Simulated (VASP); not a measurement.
# Zn (Cmmm) in VASP: further runs

The runs below take Zn through single point, relaxation of cell and atoms, with PBE.

Everything below comes from runs of VASP 6.6.1. Logs are shortened: lines on timing, memory, paths and dates and some standing lists are left out, and cuts for length are marked.

## Step 1: The cell of the first run

Symmetry: Cmmm, No. 65, orthorhombic system. Conventional cell: a = 5.286 Å, b = 5.672 Å, c = 6.004 Å, α = 90.00°, β = 90.00°, γ = 90.00°. Within 3.5 Å of Zn (site symmetry 2) lie 8 Zn at 2.56 to 3.45 Å. Within 3.4 Å of Zn (site symmetry mmm) lie 8 Zn at 2.59 Å.

## Step 2: Single point, PBE

INCAR reads:

```
SYSTEM = Zn
  ALGO = Fast
  EDIFF = 1E-7
  ENCUT = 520
  GGA = PE
  ISIF = 2
  ISMEAR = 0
  LASPH = .True.
  LCHARG = .False.
  LREAL = .False.
  LWAVE = .False.
  NBANDS = 38
  NELM = 80
  PREC = Accurate
  SIGMA = 0.1
```

KPOINTS reads:

```
k-points
0
Gamma
  4 4 4
  0 0 0
```

POSCAR reads:

```
Zn
1.0
    2.6428611172     -2.8361301746      0.0000000000
    2.6428611172      2.8361301746      0.0000000000
    0.0000000000      0.0000000000      6.0042845176
Zn
5
Direct
    0.5000000000      0.0000000000      0.2869290579
    0.0000000000      0.5000000000      0.7130709421
    0.0000000000      0.5000000000      0.2869290579
    0.5000000000      0.0000000000      0.7130709421
    0.0000000000      0.0000000000      0.0000000000
```

Potentials or basis: VASP PAW PBE potentials, release 64 (Zn).

Run with:

```console
$ cat potpaw_PBE.64/Zn/POTCAR > POTCAR
$ mpirun -np 1 vasp_std > vasp.out
```

OUTCAR:

```text
SYSTEM = Zn
   EDIFF = 1E-7
   ENCUT = 520
   GGA = PE
   ISIF = 2
   ISMEAR = 0
   LASPH = .True.
   LREAL = .False.
   NELM = 80
   PREC = Accurate

 ion  position               nearest neighbor table
   1  0.500  0.000  0.287-   4 2.56   5 2.59   5 2.59   3 2.64   3 2.64   3 2.84   3 2.84
   2  0.000  0.500  0.713-   3 2.56   5 2.59   5 2.59   4 2.64   4 2.64   4 2.84   4 2.84
   3  0.000  0.500  0.287-   2 2.56   5 2.59   5 2.59   1 2.64   1 2.64   1 2.84   1 2.84
   4  0.500  0.000  0.713-   1 2.56   5 2.59   5 2.59   2 2.64   2 2.64   2 2.84   2 2.84
   5  0.000  0.000  0.000-   1 2.59   2 2.59   3 2.59   4 2.59   2 2.59   3 2.59   1 2.59   4 2.59

  LATTYP: Found a base centered orthorhombic cell.
 ALAT       =     5.2857222344
 B/A-ratio  =     1.0731287226
 C/A-ratio  =     1.1359440113

  Lattice vectors:

 A1 = (   2.6428611172,  -2.8361301746,   0.0000000000)
 A2 = (   2.6428611172,   2.8361301746,   0.0000000000)
 A3 = (   0.0000000000,   0.0000000000,   6.0042845176)

Analysis of symmetry for initial positions (statically):
=====================================================================
 Subroutine PRICEL returns:
 Original cell was already a primitive cell.

 Routine SETGRP: Setting up the symmetry group for a
 base centered orthorhombic supercell.

 Subroutine GETGRP returns: Found  8 space group operations
 (whereof  8 operations were pure point group operations)
 out of a pool of  8 trial point group operations.

The static configuration has the point symmetry D_2h.

Analysis of symmetry for dynamics (positions and initial velocities):
=====================================================================
 Subroutine PRICEL returns:
 Original cell was already a primitive cell.

 Routine SETGRP: Setting up the symmetry group for a
 base centered orthorhombic supercell.

 Subroutine GETGRP returns: Found  8 space group operations
 (whereof  8 operations were pure point group operations)
 out of a pool of  8 trial point group operations.

The dynamic configuration has the point symmetry D_2h.

 Subroutine INISYM returns: Found  8 space group operations
 (whereof  8 operations are pure point group operations),
 and found     1 'primitive' translations

----------------------------------------------------------------------------------------

                                     Primitive cell

  volume of cell :      90.0102

  direct lattice vectors                    reciprocal lattice vectors
     2.642861117 -2.836130175  0.000000000     0.189188905 -0.176296562  0.000000000
     2.642861117  2.836130175  0.000000000     0.189188905  0.176296562  0.000000000
     0.000000000  0.000000000  6.004284518     0.000000000  0.000000000  0.166547737

  length of vectors
     3.876641491  3.876641491  6.004284518     0.258597988  0.258597988  0.166547737

  position of ions in fractional coordinates (direct lattice)
     0.500000000  0.000000000  0.286929058
     0.000000000  0.500000000  0.713070942
     0.000000000  0.500000000  0.286929058
     0.500000000  0.000000000  0.713070942
     0.000000000  0.000000000  0.000000000

  ion indices of the primitive-cell ions
   primitive index   ion index
                 1           1
                 2           2
                 3           3
                 4           4
                 5           5

----------------------------------------------------------------------------------------

 KPOINTS: k-points

Automatic generation of k-mesh.
 Grid dimensions read from file:
 generate k-points for:    4    4    4

 Generating k-lattice:

  Cartesian coordinates                     Fractional coordinates (reciprocal lattice)
     0.047297226 -0.044074141  0.000000000     0.250000000  0.000000000  0.000000000
     0.047297226  0.044074141  0.000000000     0.000000000  0.250000000  0.000000000
     0.000000000  0.000000000  0.041636934     0.000000000  0.000000000  0.250000000

  Length of vectors
     0.064649497  0.064649497  0.041636934

  Shift w.r.t. Gamma in fractional coordinates (k-lattice)
     0.000000000  0.000000000  0.000000000

 Subroutine IBZKPT returns following result:
 ===========================================

 Found     21 irreducible k-points:

 Following reciprocal coordinates:
            Coordinates               Weight
  0.000000  0.000000  0.000000      1.000000
  0.250000  0.000000  0.000000      4.000000
  0.500000  0.000000  0.000000      2.000000
  0.250000  0.250000  0.000000      2.000000
  0.500000  0.250000  0.000000      4.000000
 -0.250000  0.250000  0.000000      2.000000
[... 13 lines left out ...]
 -0.250000  0.250000  0.500000      2.000000
  0.500000  0.500000  0.500000      1.000000
   k-points           NKPTS =     21   k-points in BZ     NKDIM =     21   number of bands    NBANDS=     38
   number of dos      NEDOS =    301   number of ions     NIONS =      5
   total plane-waves  NPLWV =  43200
   dimension x,y,z NGX =    30 NGY =   30 NGZ =   48
   dimension x,y,z NGXF=    60 NGYF=   60 NGZF=   96
   ions per type =               5
   NGX,Y,Z   is equivalent  to a cutoff of  12.87, 12.87, 13.29 a.u.
   NGXF,Y,Z  is equivalent  to a cutoff of  25.73, 25.73, 26.58 a.u.
 SYSTEM =  Zn
   PREC   = accura    normal or accurate (medium, high low for compatibility)
   ISTART =      0    job   : 0-new  1-cont  2-samecut
   ICHARG =      2    charge: 1-file 2-atom 10-const
   ISPIN  =      1    spin polarized calculation?
   LNONCOLLINEAR =      F non collinear calculations
   LSORBIT =      F    spin-orbit coupling
   LASPH  =      T    aspherical Exc in radial PAW
   ENCUT  =  520.0 eV  38.22 Ry    6.18 a.u.   7.21  7.21 11.16*2*pi/ulx,y,z
   NELM   =     80;   NELMIN=  2; NELMDL= -5     # of ELM steps
   EDIFF  = 0.1E-06   stopping-criterion for ELM
   LREAL  =      F    real-space projection
   EDIFFG = 0.1E-05   stopping-criterion for IOM
   NSW    =      0    number of steps for IOM
   IBRION =     -1    ionic relax: 0-MD 1-quasi-New 2-CG
   NFREE  =      0    steps in history (QN), initial steepest desc. (CG)
   ISIF   =      2    stress and relaxation
   ISYM   =      2    0-nonsym 1-usesym 2-fastsym
   POTIM  = 0.5000    time-step for ionic-motion
   TEBEG  =    0.0;   TEEND  =   0.0 temperature during run
   PSTRESS=    0.0 pullay stress
   NELECT =      60.0000    total number of electrons
   NUPDOWN=      -1.0000    fix difference up-down
   EMIN   =  10.00;   EMAX   =-10.00  energy-range for DOS
   EFERMI =   0.00;   METHOD = LEGACY
   ISMEAR =     0;   SIGMA  =   0.10  broadening in eV -4-tet -1-fermi 0-gaus
   EFERMI_NEDOS =   21; number of points for ismear=-14 and -15
   IALGO  =     68    algorithm
   IMIX   =      4    mixing-type and parameters
     AMIX     =   0.40;   BMIX     =  1.00
     AMIX_MAG =   1.60;   BMIX_MAG =  1.00
  volume/ion in A,a.u.               =      18.00       121.48
  Fermi-wavevector in a.u.,A,eV,Ry     =   1.430083  2.702466 27.825794  2.045138
  Thomas-Fermi vector in A             =   2.549967
   LORBIT       =      0    0 simple, 1 ext, 2 COOP (PROOUT), +10 PAW based schemes
   GGA     = PE    functional components
   LHFCALC =     F    Hartree Fock is set to
   AEXX    =    0.0000 exact exchange contribution
   IVDW    =     0    specifies the selected vdW correction
   LEPSILON=     F    determine dielectric tensor
   LRPA    =     F    only Hartree local field effects (RPA)
 non-spin polarized calculation
 RMM-DIIS sequential band-by-band and
 Gauss-broadening in eV      SIGMA  =   0.10
  energy-cutoff  :      520.00
  volume of cell :       90.01
 maximum number of plane-waves:      2450
 NGX is ok and might be reduce to    30
   NGX = 15   NGY = 15   NGZ = 23

 number of electron      59.9999869 magnetization

 Free energy of the ion-electron system (eV)
  ---------------------------------------------------
  ext. energy  EPLUGINS =         0.00000000
  ---------------------------------------------------
  free energy    TOTEN  =        -4.83317125 eV

  energy without entropy =       -4.82979084  energy(sigma->0) =       -4.83148104

 E-fermi :   1.7337     XC(G=0): -10.5736

 val. band max:        1.5884330771   @ k =   0.5000   0.2500   0.0000
 cond. band min:       1.7771644809   @ k =   0.5000   0.2500   0.5000
 fundamental gap:      0.1887314037
 Fermi energy:         1.7336547467

 k-point     1 :       0.0000    0.0000    0.0000
  band No.  band energies     occupation
      1      -7.4232      2.00000
      2      -6.2476      2.00000
      3      -6.1072      2.00000
      4      -6.0900      2.00000
      5      -6.0877      2.00000
      6      -6.0436      2.00000
[... 30 lines left out ...]
     37       8.3980      0.00000
     38       8.6053      0.00000

 k-point     2 :       0.2500    0.0000    0.0000
  band No.  band energies     occupation
      1      -6.8775      2.00000
      2      -6.1546      2.00000
      3      -6.1019      2.00000
      4      -6.0465      2.00000
      5      -6.0179      2.00000
      6      -5.9922      2.00000
[... 30 lines left out ...]
     37       9.0399      0.00000
     38       9.7128      0.00000

 k-point     3 :       0.5000    0.0000    0.0000
  band No.  band energies     occupation
      1      -6.2497      2.00000
      2      -6.1222      2.00000
      3      -6.0955      2.00000
      4      -5.9584      2.00000
      5      -5.8556      2.00000
      6      -5.8148      2.00000
[... 30 lines left out ...]
     37       8.7867      0.00000
     38      10.4083      0.00000

 k-point     4 :       0.2500    0.2500    0.0000
  band No.  band energies     occupation
      1      -6.3978      2.00000
      2      -6.0811      2.00000
      3      -6.0521      2.00000
      4      -6.0380      2.00000
      5      -6.0173      2.00000
      6      -5.9235      2.00000
[... 30 lines left out ...]
     37       9.9199      0.00000
     38      10.8028      0.00000
[... 580 lines left out ...]
      4      -5.8599      2.00000
      5      -5.8341      2.00000
      6      -5.8217      2.00000
[... 30 lines left out ...]
     37       7.3308      0.00000
     38      10.9487      0.00000

 k-point    20 :      -0.2500    0.2500    0.5000
  band No.  band energies     occupation
      1      -6.3507      2.00000
      2      -6.2879      2.00000
      3      -6.0279      2.00000
      4      -5.9874      2.00000
      5      -5.9249      2.00000
      6      -5.8440      2.00000
[... 30 lines left out ...]
     37       9.6183      0.00000
     38      10.1535      0.00000

 k-point    21 :       0.5000    0.5000    0.5000
  band No.  band energies     occupation
      1      -6.2865      2.00000
      2      -6.1262      2.00000
      3      -5.9836      2.00000
      4      -5.9115      2.00000
      5      -5.9006      2.00000
      6      -5.8938      2.00000
[... 30 lines left out ...]
     37       7.9056      0.00000
     38       8.5779      0.00000

------------------------ aborting loop because EDIFF is reached ----------------------------------------

  FORCE on cell =-STRESS in cart. coord.  units (eV):
  Direction    XX          YY          ZZ          XY          YZ          ZX
  --------------------------------------------------------------------------------------
  -------------------------------------------------------------------------------------
  Total        0.0637315     -0.0475529      0.2195239      0.0000000      0.0000000      0.0000000
  in kB        1.1344182     -0.8464388      3.9075140      0.0000000      0.0000000      0.0000000
  external PRESSURE =       1.3984978 kB  Pullay stress =       0.0000000 kB

 VOLUME and BASIS-vectors are now :
 -----------------------------------------------------------------------------
  energy-cutoff  :      520.00
  volume of cell :       90.01
      direct lattice vectors                 reciprocal lattice vectors
     2.642861117 -2.836130175  0.000000000     0.189188905 -0.176296562  0.000000000
     2.642861117  2.836130175  0.000000000     0.189188905  0.176296562  0.000000000
     0.000000000  0.000000000  6.004284518     0.000000000  0.000000000  0.166547737

 POSITION                                       TOTAL-FORCE (eV/Angst)
 -----------------------------------------------------------------------------------
      1.32143     -1.41807      1.72280         0.000000     -0.000000     -0.003787
      1.32143      1.41807      4.28148         0.000000      0.000000      0.003787
      1.32143      1.41807      1.72280         0.000000      0.000000     -0.003787
      1.32143     -1.41807      4.28148        -0.000000     -0.000000      0.003787
      0.00000      0.00000      0.00000        -0.000000      0.000000      0.000000
 -----------------------------------------------------------------------------------
    total drift:                                0.000000      0.000000     -0.000000

  FREE ENERGIE OF THE ION-ELECTRON SYSTEM (eV)
  ---------------------------------------------------
  free  energy   TOTEN  =        -4.8331712485 eV

  energy  without entropy=       -4.8297908387  energy(sigma->0) =       -4.83148104
```

Wall time 37 s (1 thread of Intel Xeon 6975P-C (Granite Rapids), shared host); peak memory 0.21 GiB.

Results:

- Free energy: -4.8332 eV
- Pressure: 0.1 GPa
- Largest force: 0.004 eV/Å
- Band gap on the k mesh: zero (bands 30 and 31 overlap by 4.33 eV)

Forces on the atoms (eV/Å):
```
Zn   0.000  0.000 -0.004
Zn   0.000  0.000  0.004
Zn   0.000  0.000 -0.004
Zn   0.000  0.000  0.004
Zn   0.000  0.000  0.000
```

Caveat: the k points lie up to 0.41 Å⁻¹ apart, too coarse for converged energies and pressures of a metal.

## Step 3: Relaxation of cell and atoms, PBE

This run uses another cell than the first one, of 17.63 Å³/atom.

INCAR reads:

```
SYSTEM = Zn
PREC     = Accurate       ! precision mode
ENCUT    = 600            ! plane-wave cutoff, eV
EDIFF    = 1E-7           ! SCF threshold, eV
ISMEAR   = 0              ! smearing method
SIGMA    = 0.1            ! smearing width, eV
LREAL    = .FALSE.        ! projectors in reciprocal space
LASPH    = .TRUE.         ! aspherical terms in the spheres
NELM     = 80             ! most SCF steps
ALGO     = Normal         ! electronic algorithm
ISIF     = 3              ! what is computed and relaxed
LWAVE    = .FALSE.        ! write WAVECAR
LCHARG   = .FALSE.        ! write CHGCAR
GGA      = PE             ! functional
IBRION   = 2              ! ionic algorithm
NSW      = 90             ! ionic steps
EDIFFG   = -0.04          ! ionic threshold
```

KPOINTS reads:

```
regular mesh
0
G
  4 4 4
  0 0 0
```

POSCAR reads:

```
Zn
1.0
    2.3548518217     -3.5147801846      0.0000000000
    2.3548518217      3.5147801846      0.0000000000
    0.0000000000      0.0000000000      5.3237085092
Zn
5
Direct
    0.5000000000      0.0000000000      0.2500000000
    0.0000000000      0.5000000000      0.7500000000
    0.0000000000      0.5000000000      0.2500000000
    0.5000000000      0.0000000000      0.7500000000
    0.0000000000      0.0000000000      0.0000000000
```

Potentials or basis: VASP PAW PBE potentials, release 64 (Zn).

Run with:

```console
$ cat potpaw_PBE.64/Zn/POTCAR > POTCAR
$ mpirun -np 1 vasp_std > vasp.out
```

Run time: 11 min. Hardware: 1 thread of Intel Xeon 6975P-C (Granite Rapids), shared host; peak memory 0.27 GiB.

The run converged. Its results:

| Item | Value |
| --- | --- |
| Free energy | -4.8314 eV |
| Relaxed volume | 18.02 Å³/atom |
| Relaxed cell | a = 3.871 Å, b = 3.871 Å, c = 6.025 Å, α = 90.00°, β = 90.00°, γ = 94.10° |
| Space group after relaxing (to 0.1 Å) | Cmmm (No. 65) |
| Energy gained by relaxing | 213.3 meV/atom |
| Ionic steps | 19 |
| Pressure after relaxing | 0.0 GPa |
| Band gap on the k mesh | zero (bands 30 and 31 overlap by 4.28 eV) |

Stress tensor (GPa, compression positive):
```
 0.20  0.00  0.00
 0.00 -0.10  0.00
 0.00  0.00 -0.14
```

The path:
```
step  energy change (eV)  largest force (eV/Å)  pressure (GPa)  volume (Å³)
   1              0.0000                0.9586            9.28        88.13
   2             -0.5794                0.3834           -1.65       101.57
   3             -0.5796                0.3933           -1.41       101.01
   4             -0.6533                0.3347           -0.87        99.19
   5             -0.8472                0.0294            0.95        93.69
   6             -0.6347                1.2457            7.80        82.46
   7             -0.8904                0.2288            2.09        90.74
   8             -0.9327                0.2295            1.80        90.59
   9             -1.0109                0.2683            1.15        89.98
  10             -1.0203                0.1635            1.19        87.96
  11             -1.0470                0.2543            0.67        89.22
  12             -1.0489                0.2125            0.69        88.63
  13             -1.0512                0.2209            0.63        88.89
  14             -1.0513                0.2174            0.63        88.83
  15             -1.0591                0.1412            0.26        89.44
  16             -1.0633                0.0126           -0.40        90.81
  17             -1.0639                0.0442           -0.24        90.47
  18             -1.0654                0.0277           -0.16        90.31
  19             -1.0667                0.0000           -0.01        90.08
```

Final structure:
```cif
data_structure
_symmetry_space_group_name_H-M 'P 1'
_symmetry_Int_Tables_number 1
_cell_length_a 3.8715
_cell_length_b 3.8715
_cell_length_c 6.0254
_cell_angle_alpha 90.000
_cell_angle_beta 90.000
_cell_angle_gamma 94.096
_cell_volume 90.08
loop_
_atom_site_label
_atom_site_type_symbol
_atom_site_fract_x
_atom_site_fract_y
_atom_site_fract_z
_atom_site_occupancy
Zn1 Zn 0.50000 0.00000 0.28728 1
Zn2 Zn 0.00000 0.50000 0.71272 1
Zn3 Zn 0.00000 0.50000 0.28728 1
Zn4 Zn 0.50000 0.00000 0.71272 1
Zn5 Zn 0.00000 0.00000 0.00000 1
```

Levels at points of the mesh, in eV from the Fermi level:
```
           k point  band 26  band 27  band 28  band 29  band 30  band 31  band 32  band 33  band 34  band 35
(0.00, 0.00, 0.00)    -6.54    -4.71    -4.05     0.36     0.84     1.89     3.92     4.60     4.91     5.01
(0.50, 0.00, 0.00)    -6.29    -5.85    -2.97    -1.75    -1.49    -0.77     2.85     4.18     5.73     5.83
(0.50, 0.50, 0.00)    -4.35    -3.94    -2.95    -2.10    -1.04    -0.26     0.16     0.56     0.77     1.24
(0.00, 0.00, 0.50)    -6.58    -6.51     0.21     1.59     1.71     1.74     1.92     2.25     2.38     3.27
(0.50, 0.00, 0.50)    -5.41    -5.36    -4.69    -4.57     2.36     3.59     3.83     3.87     4.19     4.82
(0.50, 0.50, 0.50)    -3.47    -3.18    -3.00    -2.73    -2.28    -1.92    -1.57    -0.36     4.67     5.56
```

Caveat: the k points lie up to 0.41 Å⁻¹ apart in the final cell, too coarse for converged energies and pressures of a metal.

The gap in the log of VASP goes by the Fermi energy; the results here count the filled bands.